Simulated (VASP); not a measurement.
# Sr (Fm-3m) in VASP: a series of runs, part 2 of 2

VASP 6.6.1. Earlier steps stand in the parts before.

## 3. Single point, PBE (Ba replaced by Sr, lengths x 0.944, strained)

The input, INCAR:

```
SYSTEM = Sr
ALGO = Normal ; EDIFF = 1E-7
ENCUT = 520 ; GGA = PE
ISIF = 2 ; ISMEAR = 0
LASPH = .True. ; LCHARG = .False.
LREAL = .False. ; LWAVE = .False.
NBANDS = 11 ; NELM = 60
PREC = Accurate ; SIGMA = 0.1
```

The input, KPOINTS:

```
k-points
0
Gamma
  12 12 12
  0 0 0
```

The input, POSCAR:

```
Sr
1.0
    0.0000000000      3.1818962245      3.1818962245
    3.1818962245      0.0000000000      3.1818962245
    3.1818962245      3.1818962245      0.0000000000
Sr
1
Direct
    0.0000000000      0.0000000000      0.0000000000
```

Potentials or basis: VASP PAW PBE potentials, release 64 (Sr_sv).

On the command line:

```sh
cat potpaw_PBE.64/Sr_sv/POTCAR > POTCAR
mpirun -np 1 vasp_std > vasp.out
```

OUTCAR:

```text
SYSTEM = Sr
   EDIFF = 1E-7
   ENCUT = 520
   GGA = PE
   ISIF = 2
   ISMEAR = 0
   LASPH = .True.
   LREAL = .False.
   NELM = 60
   PREC = Accurate

 ion  position               nearest neighbor table
   1  0.000  0.000  0.000-

  LATTYP: Found a face centered cubic cell.
 ALAT       =     6.3637924490

  Lattice vectors:

 A1 = (   0.0000000000,   3.1818962245,   3.1818962245)
 A2 = (   3.1818962245,   0.0000000000,   3.1818962245)
 A3 = (   3.1818962245,   3.1818962245,   0.0000000000)

Analysis of symmetry for initial positions (statically):
=====================================================================
 Subroutine PRICEL returns:
 Original cell was already a primitive cell.

 Routine SETGRP: Setting up the symmetry group for a
 face centered cubic supercell.

 Subroutine GETGRP returns: Found 48 space group operations
 (whereof 48 operations were pure point group operations)
 out of a pool of 48 trial point group operations.

The static configuration has the point symmetry O_h .

Analysis of symmetry for dynamics (positions and initial velocities):
[... 158 lines left out ...]
 E-fermi :   1.0528     XC(G=0):  -6.8888

 val. band max:        1.0426070870   @ k =   0.5000   0.0833   0.0000
 cond. band min:       1.0537671967   @ k =  -0.4167   0.2500   0.0000
 fundamental gap:      0.0111601097
 Fermi energy:         1.0527869942

 k-point     1 :       0.0000    0.0000    0.0000
  band No.  band energies     occupation
      1     -35.8662      2.00000
      2     -17.7708      2.00000
      3     -17.7708      2.00000
      4     -17.7708      2.00000
      5      -2.3233      2.00000
      6       3.2411      0.00000
      7       3.2411      0.00000
      8       3.2411      0.00000
      9       4.4723      0.00000
     10       4.4723      0.00000
     11       7.7059      0.00000
[... 309 lines left out ...]
 k-point    24 :      -0.4167    0.1667    0.0000
  band No.  band energies     occupation
      1     -35.8593      2.00000
      2     -17.8689      2.00000
      3     -17.8057      2.00000
      4     -17.7903      2.00000
      5       0.3182      2.00000
      6       1.0800      0.70075
      7       2.5863      0.00000
      8       3.3822      0.00000
      9       5.0925      0.00000
     10       5.1879      0.00000
     11       5.7688      0.00000

 [... further k-points ...]
[... 5 lines left out ...]
  --------------------------------------------------------------------------------------
  -------------------------------------------------------------------------------------
  Total       -0.5764336     -0.5764336     -0.5764336      0.0000000      0.0000000      0.0000000
  in kB      -14.3341462    -14.3341462    -14.3341462      0.0000000      0.0000000      0.0000000
  external PRESSURE =     -14.3341462 kB  Pullay stress =       0.0000000 kB

 VOLUME and BASIS-vectors are now :
 -----------------------------------------------------------------------------
  energy-cutoff  :      520.00
  volume of cell :       64.43
      direct lattice vectors                 reciprocal lattice vectors
     0.000000000  3.181896224  3.181896224    -0.157139003  0.157139003  0.157139003
     3.181896224  0.000000000  3.181896224     0.157139003 -0.157139003  0.157139003
     3.181896224  3.181896224  0.000000000     0.157139003  0.157139003 -0.157139003

 POSITION                                       TOTAL-FORCE (eV/Angst)
 -----------------------------------------------------------------------------------
      0.00000      0.00000      0.00000         0.000000      0.000000      0.000000
 -----------------------------------------------------------------------------------
    total drift:                               -0.000000      0.000000      0.000000

  FREE ENERGIE OF THE ION-ELECTRON SYSTEM (eV)
  ---------------------------------------------------
  free  energy   TOTEN  =        -1.5920939435 eV

  energy  without entropy=       -1.5827817348  energy(sigma->0) =       -1.58743784
```

stdout:

```text
POSCAR found type information on POSCAR Sr
 POSCAR found :  1 types and       1 ions
 scaLAPACK will be used
 LDA part: xc-table for (Slater+PW92), standard interpolation
 POSCAR, INCAR and KPOINTS ok, starting setup
 FFT: planning ... GRIDC
 FFT: planning ... GRID_SOFT
 FFT: planning ... GRID
 WAVECAR not read
 entering main loop
```

Run time: 41 s. Hardware: 1 thread of Intel Xeon Platinum 8259CL at 2.50GHz (Skylake/Cascade Lake), shared host; peak memory 0.22 GiB.

Results:

- Free energy: -1.5921 eV
- Pressure: -1.4 GPa
- Band gap on the k mesh: zero (bands 5 and 6 overlap by 0.24 eV)

Caveat: the cell differs from its parent crystal (Ba replaced by Sr, lengths x 0.944, strained).

## 4. Single point, PBE

This run uses another cell than the first one, of 54.59 Å³/atom.

The input, INCAR:

```
SYSTEM = Sr
  ALGO = Normal
  EDIFF = 1E-7
  ENCUT = 520
  GGA = PE
  ISIF = 2
  ISMEAR = 0
  LASPH = .True.
  LCHARG = .False.
  LREAL = .False.
  LWAVE = .False.
  NBANDS = 11
  NELM = 100
  PREC = Accurate
  SIGMA = 0.1
```

KPOINTS is that of step 3.

The input, POSCAR:

```
Sr
1.0
    0.0000000000      3.0109312114      3.0109312114
    3.0109312114      0.0000000000      3.0109312114
    3.0109312114      3.0109312114      0.0000000000
Sr
1
Direct
    0.0000000000      0.0000000000      0.0000000000
```

On the command line:

```sh
cat potpaw_PBE.64/Sr_sv/POTCAR > POTCAR
mpirun -np 1 vasp_std > vasp.out
```

It took 12 s on 1 thread of Intel Xeon 6975P-C (Granite Rapids), shared host; peak memory 0.19 GiB.

The run converged. Its results:

```
Free energy            : -1.6401 eV
Pressure               : 0.0 GPa
Band gap on the k mesh : zero (bands 5 and 6 overlap by 0.05 eV)
```

Levels at points of the mesh, in eV from the Fermi level:
| k point | band 1 | band 2 | band 3 | band 4 | band 5 | band 6 | band 7 | band 8 | band 9 | band 10 |
| --- | --- | --- | --- | --- | --- | --- | --- | --- | --- | --- |
| (0.00, 0.00, 0.00) | -36.60 | -18.49 | -18.49 | -18.49 | -3.66 | 2.35 | 2.35 | 2.35 | 3.83 | 3.83 |
| (0.50, 0.00, 0.00) | -36.59 | -18.69 | -18.52 | -18.52 | -1.12 | 0.07 | 2.19 | 2.19 | 4.88 | 4.88 |
| (0.50, 0.50, 0.00) | -36.58 | -18.68 | -18.56 | -18.56 | -0.65 | 0.34 | 1.07 | 4.89 | 5.18 | 5.18 |

## 5. Relaxation of cell and atoms, PBE

The input, INCAR:

```
PREC = Accurate
ENCUT = 600
EDIFF = 1E-6
ISMEAR = 0
SIGMA = 0.1
LREAL = F
LASPH = T
NELM = 80
ALGO = Normal
ISIF = 3
LWAVE = F
LCHARG = F
GGA = PE
IBRION = 2
NSW = 80
EDIFFG = -0.01
```

The input, KPOINTS:

```
Automatic mesh
0
Gamma
  12 12 12
```

The input, POSCAR:

```
Sr
1.0
    0.0000000000      2.9590195295      2.9590195295
    2.9590195295      0.0000000000      2.9590195295
    2.9590195295      2.9590195295      0.0000000000
Sr
1
Direct
    0.0000000000      0.0000000000      0.0000000000
```

On the command line:

```sh
cat potpaw_PBE.64/Sr_sv/POTCAR > POTCAR
mpirun -np 1 vasp_std > vasp.out
```

Wall time 42 s (1 thread of Intel Xeon 6975P-C (Granite Rapids), shared host); peak memory 0.23 GiB.

It converged, with:

```yaml
Free_energy: -1.6400 eV
Relaxed_volume: 54.79 Å³/atom
Relaxed_cell: a = 4.263 Å, b = 4.263 Å, c = 4.263 Å, α = 60.00°, β = 60.00°, γ = 60.00°
Space_group_after_relaxing_to_0.1_Å: Fm-3m (No. 225)
Energy_gained_by_relaxing: 6.3 meV/atom
Ionic_steps: 3
Pressure_after_relaxing: 0.0 GPa
Band_gap_on_the_k_mesh: zero (bands 5 and 6 overlap by 0.05 eV)
```

Step by step:
```csv
step,energy change (eV),largest force (eV/Å),pressure (GPa),volume (Å³)
1,0.0000,0.0000,0.70,51.82
2,-0.0053,0.0000,0.28,53.55
3,-0.0063,0.0000,0.00,54.79
```

Final structure:
```
Sr
1.0
     0.00000    3.01460    3.01460
     3.01460    0.00000    3.01460
     3.01460    3.01460    0.00000
Sr
1
Direct
  0.00000 0.00000 0.00000
```

Levels at points of the mesh, in eV from the Fermi level:
```csv
k point,band 3,band 4,band 5,band 6,band 7,band 8
"(0.00, 0.00, 0.00)",-18.50,-18.50,-3.65,2.35,2.35,2.35
"(0.50, 0.00, 0.00)",-18.52,-18.52,-1.12,0.07,2.19,2.19
"(0.50, 0.50, 0.00)",-18.57,-18.57,-0.64,0.34,1.06,4.87
```

## 6. Summary

```csv
task,cell,cutoff (eV),gap on the mesh (eV),pressure (GPa)
single point,"a = 4.500 Å, angles 60.0°, 1 atom",520,none,-1.4
single point,"a = 4.258 Å, angles 60.0°, 1 atom",520,none,0.0
relaxation of cell and atoms,"relaxed from a = 4.185 Å, angles 60.0°, 1 atom",600,none,0.0
```

Alike in all rows: level PBE; potentials or basis VASP PAW PBE potentials, release 64 (Sr_sv); no spin polarisation; k mesh 12 × 12 × 12; smearing gaussian 0.1 eV.

Total energies depend on the potentials used, so only differences within one code and one set of settings carry meaning.
